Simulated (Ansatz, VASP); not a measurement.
**One calculation of MgCdO, two programs**

```
Mg Cd O
1.0
     3.61227    0.00000    0.00000
     0.00000    3.61227    0.00000
     0.00000    0.00000    6.21137
Mg Cd O
2 2 2
Direct
  0.00000 0.50000 0.62777
  0.50000 0.00000 0.37223
  0.00000 0.50000 0.16687
  0.50000 0.00000 0.83313
  0.00000 0.00000 0.00000
  0.50000 0.50000 0.00000
```

Change from the starting cell: species swapped into the DyClO type (P4/nmm, No. 129).

Alike in both runs: task single point; functional PBE; k mesh 6 × 6 × 4; occupations gaussian, width 0.1 eV; collinear spin.

```csv
,VASP,Ansatz
version,VASP 6.6.1,Ansatz 0.2.0
potentials or method,"VASP PAW PBE potentials, release 64 (Mg_sv, Cd_sv_GW, O), cutoff 840 eV","scalar-relativistic, plane waves, PAW"
valence electrons in the cell,72,72
```

VASP gave:

* gap on the k mesh at the Fermi level (eV): none
* rms of the force components (eV/Å): 1.095
* net moment per atom (μB): 0.00

Q: What did Ansatz give for the same quantities?

A: gap on the k mesh at the Fermi level (eV): none; rms of the force components (eV/Å): 1.087; net moment per atom (μB): 0.00.

Atom by atom the forces differ by 0.008 eV/Å (rms over components). A gap of «none» marks a metal or a gap that the smearing closes. The functional is the same, so the differences come from potentials, cutoffs and numerics. Ansatz's warnings: seeded moment not kept.
